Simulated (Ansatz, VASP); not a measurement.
Al: VASP beside Ansatz

```
Al
1.0
     2.70611    0.00000    0.00000
     0.00000    2.70611    0.00000
     0.00000    0.00000    2.70611
Al
1
Direct
  0.00000 0.00000 0.00000
```

Alike in both runs: functional r2SCAN; k mesh 12 × 12 × 12; occupations fermi-dirac, width 0.1 eV; no spin polarisation.

Ansatz relaxed the structure, and its values are those at the end. VASP's run is a single point on that final structure, the one shown.

|  | VASP | Ansatz |
| --- | --- | --- |
| version | VASP 6.6.1 | Ansatz 0.2.0 |
| potentials or method | VASP PAW PBE potentials, release 64 (Al), cutoff 520 eV | plane waves (500 eV) with PAW, scalar-relativistic |
| valence electrons in the cell | 3 | 3 |

|  | VASP | Ansatz | Ansatz less VASP |
| --- | --- | --- | --- |
| pressure (GPa) | -0.2 | 0.0 | +0.16 |

VASP's potentials were made for PBE, not for r2SCAN.
